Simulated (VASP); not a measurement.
Input of a VASP 6.6.1 run:

File INCAR:

```
PREC = Accurate
ENCUT = 600
EDIFF = 1E-6
ISMEAR = 0
SIGMA = 0.1
LREAL = False
LASPH = True
NELM = 100
ALGO = Normal
ISIF = 4
LWAVE = False
LCHARG = False
GGA = PS
IBRION = 2
NSW = 50
EDIFFG = -0.01
```

File KPOINTS:

```
regular mesh
0
Gamma
  18 18 14
```

File POSCAR:

```
TiB2
1.0
    3.1066033204      0.0000000000      0.0000000000
   -1.5533016602      2.6903973949      0.0000000000
    0.0000000000      0.0000000000      3.3055960128
Ti B
1 2
Direct
    0.0000000000      0.0000000000      0.0000000000
    0.3333333333      0.6666666667      0.5000000000
    0.6666666667      0.3333333333      0.5000000000
```

Potentials or basis: VASP PAW PBE potentials, release 64 (Ti_sv, B).

Launch:

```console
$ cat potpaw_PBE.64/Ti_sv/POTCAR potpaw_PBE.64/B/POTCAR > POTCAR
$ mpirun -np 1 vasp_std > vasp.out
```

Task: Predict the band gap on the k mesh.

Result: Zero (band 9 reaches 9.49 eV, above the bottom of band 10 at 8.90 eV).

Final structure:
```xyz
3
Lattice="3.1015 0.0000 0.0000 -1.5507 2.6860 0.0000 0.0000 0.0000 3.3165" Properties=species:S:1:pos:R:3 pbc="T T T"
Ti    0.0000    0.0000    0.0000
B     0.0000    1.7906    1.6583
B     1.5507    0.8953    1.6583
```
